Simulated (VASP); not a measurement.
Here is a VASP 6.6.1 calculation.

The input INCAR:

```
SYSTEM = TiAl3
PREC = Accurate
ENCUT = 520
EDIFF = 1E-6
ISMEAR = 0
SIGMA = 0.1
LREAL = .FALSE.
LASPH = .TRUE.
NELM = 100
ALGO = Fast
ISIF = 2
LWAVE = .FALSE.
LCHARG = .FALSE.
GGA = PS
NBANDS = 18
```

Contents of KPOINTS:

```
regular mesh
0
G
  14 10 10
  0 0 0
```

The input POSCAR:

```
TiAl3
1.0
    2.7813225830      0.0000000000      0.0000000000
    0.0000000000      4.6709400131      0.0000000000
    0.0000000000      0.0000000000      4.8935432686
Ti Al
1 3
Direct
    0.0000000000      0.5000000000      0.1631743296
    0.5000000000      0.5000000000      0.6640451922
    0.5000000000      0.0000000000      0.3331174632
    0.0000000000      0.0000000000      0.8396620150
```

Potentials or basis: VASP PAW PBE potentials, release 64 (Ti_sv, Al).

Run with:

```bash
$ cat potpaw_PBE.64/Ti_sv/POTCAR potpaw_PBE.64/Al/POTCAR > POTCAR
$ mpirun -np 1 vasp_std > vasp.out
```

(1) Estimate the band gap on the k mesh.

(2) Predict the pressure.

## Answers

(1) zero (an odd number of electrons rules out a gap without spin polarisation).

(2) 0.0 GPa.

Caveat: the PAW data sets were made with another functional, which shifts forces and pressure a little.
